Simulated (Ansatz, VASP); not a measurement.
## PtSe: VASP beside Ansatz

INCAR

```
SYSTEM = PtSe
PREC = Accurate
ENCUT = 600
EDIFF = 1E-6
ISMEAR = -1
SIGMA = 0.05
LREAL = .False.
LASPH = .True.
NELM = 150
ALGO = Normal
ISIF = 3
LWAVE = .False.
LCHARG = .False.
LMAXMIX = 4
LDAU = .True.
LDAUTYPE = 2
LDAUL = 2 -1
LDAUU = 6 0
LDAUJ = 0 0
LDAUPRINT = 1
GGA = PE
IBRION = 2
NSW = 60
EDIFFG = -0.01
```

File KPOINTS:

```
regular mesh
0
Gamma
  8 8 8
  0 0 0
```

File POSCAR:

```
PtSe
1.0
    0.0000000000      2.7984111300      2.7984111300
    2.7984111300      0.0000000000      2.7984111300
    2.7984111300      2.7984111300      0.0000000000
Pt Se
1 1
Direct
    0.5000000000      0.5000000000      0.5000000000
    0.0000000000      0.0000000000      0.0000000000
```

File input.yaml:

```yaml
crystal:
  lattice:
    - [0.0, 2.79841113, 2.79841113]
    - [2.79841113, 0.0, 2.79841113]
    - [2.79841113, 2.79841113, 0.0]
  atoms:
    - { symbol: Pt, position: [0.5, 0.5, 0.5] }
    - { symbol: Se, position: [0.0, 0.0, 0.0] }
hamiltonian:
  xc: pbe
  pseudopotentials: { kind: paw }
  hubbard: { sites: [{ species: Pt, l: d, u_eff: 6.0 }] }
kpoints:
  mp_grid: { grid: [8, 8, 8] }
scf:
  occupations: { method: fermi_dirac, width: 0.05 }
output:
  forces: true
  stress: true
  eigenvalues: true
  write_density: true
  write_potential: true
  elf: true
  volumetric_format: npy
relax:
  f_tol: 0.01
  max_steps: 40
  cell: { stress_tol: 0.05 }
```

Alike in both runs: task relaxation of cell and atoms; functional PBE; k mesh 8 × 8 × 8; occupations fermi-dirac, width 0.05 eV; no spin polarisation; Hubbard terms Pt d U = 6.0 eV.

|  | VASP | Ansatz |
| --- | --- | --- |
| version | VASP 6.6.1 | Ansatz 0.2.0 |
| potentials or method | VASP PAW PBE potentials, release 64 (Pt, Se) | Ansatz PAW |
| plane-wave cutoff (eV) | 600 | 420 |
| valence electrons in the cell | 16 | 34 |

|  | VASP | Ansatz | Ansatz less VASP |
| --- | --- | --- | --- |
| gap on the k mesh at the Fermi level, each at its own relaxed structure (eV) | none | none | - |
| relaxed volume (Å³/atom) | 17.73 | 18.62 | +0.887 |
| relaxed cell length with the largest relative difference (Å) | 3.688 | 3.748 | +0.0605 |

The programs project onto different local orbitals, so the same U acts differently, and such runs can settle in different states. A gap of «none» marks a metal or a gap that the smearing closes. VASP's potentials hold 16 valence electrons a cell and Ansatz's 34, so a difference there can come from the potentials and not from the codes.

Spin-orbit coupling is off throughout. Noted on VASP's run: the volume moved by over 15 % at a fixed basis, so the end points are rough. Noted on Ansatz's run: the volume moved by over 15 % at a fixed basis, so the end points are rough; the plane-wave basis is chosen anew once the cell has moved, so the energies of steps on either side of that aren't comparable.
